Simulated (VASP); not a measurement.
Write the native input for VASP 6.6.1 that does the following.

```
Task                   : single point
Functional             : r2SCAN
Potentials or basis    : VASP PAW PBE potentials, release 64 (Te, Mo_sv)
Cutoff                 : 520 eV
k mesh                 : 12 × 12 × 2
Occupations            : gaussian, width 0.05 eV
Spin                   : no spin polarisation
Dipole correction      : no
Further INCAR settings : ALGO = Normal; EDIFF = 1e-07; NBANDS = 20
```

Te2Mo, a slab with vacuum:

```xyz
3
Lattice="3.5602 0.0000 0.0000 -1.7801 3.0833 0.0000 0.0000 0.0000 17.5241" Properties=species:S:1:pos:R:3 pbc="T T T"
Te    0.0000    2.2555   15.7341
Te    0.0000    2.0555    1.7900
Mo    0.0000    0.0000    0.0000
```

This cell differs from its parent crystal: atom 1 (Te) moved by (+0.000, +0.200) A along x and y.

The input as run:

POSCAR

```
Te2Mo
1.0
    3.5602328140      0.0000000000      0.0000000000
   -1.7801164070      3.0832520603      0.0000000000
    0.0000000000      0.0000000000     17.5240578200
Te Mo
2 1
Direct
    0.3657666207      0.7315332413      0.8978554500
    0.3333333333      0.6666666667      0.1021445500
    0.0000000000      0.0000000000      0.0000000000
```

INCAR.step1

```
ALGO = Normal
EDIFF = 1E-4
ENCUT = 520
GGA = PE
ISMEAR = 0
LASPH = T
LCHARG = F
LREAL = F
LWAVE = T
NBANDS = 20
NELM = 80
PREC = Accurate
SIGMA = 0.05
```

INCAR.step2

```
ALGO = Normal
EDIFF = 1E-7
ENCUT = 520
ISIF = 2
ISMEAR = 0
ISTART = 1
LASPH = T
LCHARG = F
LMIXTAU = T
LREAL = F
LWAVE = F
METAGGA = R2SCAN
NBANDS = 20
NELM = 80
PREC = Accurate
SIGMA = 0.05
```

KPOINTS

```
k-points
0
Gamma
  12 12 2
```

Potentials or basis: VASP PAW PBE potentials, release 64 (Te, Mo_sv).

Command:

```sh
$ cat potpaw_PBE.64/Te/POTCAR potpaw_PBE.64/Mo_sv/POTCAR > POTCAR
$ cp INCAR.step1 INCAR
$ mpirun -np 1 vasp_std > vasp.out
$ cp INCAR.step2 INCAR
$ mpirun -np 1 vasp_std > vasp.out
```

Results of the run:

```
Largest force          : 1.303 eV/Å
Band gap on the k mesh : 1.11 eV
```

Caveat: the cell differs from its parent crystal (atom 1 (Te) moved by (+0.000, +0.200) A along x and y); the PAW data sets were made with another functional, which shifts forces and pressure a little; spin-orbit coupling is left out, which moves the levels of the heavy elements.

Run time: 46 min on 1 thread of Oxide Virtual Turin-like Processor, on a shared host, peak memory 0.54 GiB.
